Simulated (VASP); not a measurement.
**Cu12N: relaxation of the atoms with PBE**

The system is Cu12N, a slab with vacuum.

```
CELL_PARAMETERS angstrom
5.13195 0.00000 0.00000
-2.56598 4.44440 0.00000
0.00000 0.00000 19.62157
ATOMIC_POSITIONS crystal
Cu 0.33333 0.16667 0.20386
Cu 0.33333 0.66667 0.20386
Cu 0.83333 0.16667 0.20386
Cu 0.83333 0.66667 0.20386
Cu 0.16667 0.33333 0.30888
Cu 0.16667 0.83333 0.30888
Cu 0.66667 0.33333 0.30888
Cu 0.66667 0.83333 0.30888
Cu 0.00000 0.00000 0.41391
Cu 0.00000 0.50000 0.41391
Cu 0.50000 0.00000 0.41391
Cu 0.50000 0.50000 0.41391
N 0.33333 0.16667 0.46402
```

- Program: VASP 6.6.1
- Task: relaxation of the atoms
- Functional: PBE
- Potentials or basis: VASP PAW PBE potentials, release 64 (Cu, N)
- Cutoff: 520 eV
- k mesh: 6 × 6 × 1
- Occupations: gaussian, width 0.1 eV
- Spin: no spin polarisation
- Dipole correction: yes
- Atoms held fixed (from 0): [0, 1, 2, 3, 4, 5, 6, 7, 8, 9, 10, 11]
- Further INCAR settings: ALGO = Normal; EDIFF = 1e-07; NELMDL = -8; IBRION = 2; EDIFFG = -0.025; NSW = 36
- Atoms held along some axes (from 0): atom 12 along a and b

| Property | Result |
| --- | --- |
| Energy gained by relaxing | 5.4 meV/atom |
| Ionic steps | 3 |
| Band gap on the k mesh | zero (an odd number of electrons rules out a gap without spin polarisation) |

The path:
| step | energy change (eV) | largest force on free atoms (eV/Å) | pressure (GPa) |
| --- | --- | --- | --- |
| 1 | 0.0000 | 1.4992 | 0.66 |
| 2 | -0.0660 | 0.3457 | 0.20 |
| 3 | -0.0699 | 0.0029 | 0.06 |

Final structure:
```xyz
13
Lattice="5.1320 0.0000 0.0000 -2.5660 4.4444 0.0000 0.0000 0.0000 19.6216" Properties=species:S:1:pos:R:3 pbc="T T T"
Cu    1.2830    0.7407    4.0000
Cu    0.0000    2.9629    4.0000
Cu    3.8490    0.7407    4.0000
Cu    2.5660    2.9629    4.0000
Cu    0.0000    1.4815    6.0607
Cu   -1.2830    3.7037    6.0607
Cu    2.5660    1.4815    6.0607
Cu    1.2830    3.7037    6.0607
Cu    0.0000    0.0000    8.1216
Cu   -1.2830    2.2222    8.1216
Cu    2.5660    0.0000    8.1216
Cu    1.2830    2.2222    8.1216
N     1.2830    0.7407    9.2004
```

Levels at points of the mesh, in eV from the Fermi level:
| k point | band 65 | band 66 | band 67 | band 68 | band 69 | band 70 | band 71 | band 72 |
| --- | --- | --- | --- | --- | --- | --- | --- | --- |
| (0.00, 0.00, 0.00) | -1.06 | -0.89 | -0.89 | 0.20 | 0.20 | 0.35 | 0.84 | 1.21 |
| (0.50, 0.00, 0.00) | -1.56 | -0.92 | -0.87 | -0.30 | 0.03 | 0.27 | 0.72 | 1.38 |

It took 6.1 min on 4 MPI ranks on AMD EPYC 9R45 96-Core Processor (Zen 5), with other jobs on the host, peak memory 0.67 GiB a rank.

With open d or f shells a metallic result of PBE can be an artefact of self-interaction; +U or a hybrid may open a gap.
